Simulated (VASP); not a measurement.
A run of VASP 6.6.1 is set up as follows.

File INCAR:

```
ALGO = Normal
EDIFF = 1E-6
ENCUT = 520
GGA = PS
ISIF = 2
ISMEAR = 0
ISPIN = 2
LASPH = True
LCHARG = False
LMAXMIX = 4
LORBIT = 11
LREAL = False
LWAVE = False
MAGMOM = 0.4
NBANDS = 15
NELM = 150
NUPDOWN = 0.4
PREC = Accurate
SIGMA = 0.15
```

The input KPOINTS:

```
k-points
0
Gamma
  22 22 22
```

The input POSCAR:

```
Pt
1.0
    0.0000000000      1.9589709028      1.9589709028
    1.9589709028      0.0000000000      1.9589709028
    1.9589709028      1.9589709028      0.0000000000
Pt
1
Direct
    0.0000000000      0.0000000000      0.0000000000
```

Potentials or basis: VASP PAW PBE potentials, release 64 (Pt).

Command:

```bash
$ cat potpaw_PBE.64/Pt/POTCAR > POTCAR
$ mpirun -np 1 vasp_std > vasp.out
```

Question: Estimate the pressure.

Answer: 0.5 GPa.

Caveat: the PAW data sets were made with another functional, which shifts forces and pressure a little; the total moment is fixed, so each spin has its own Fermi level.
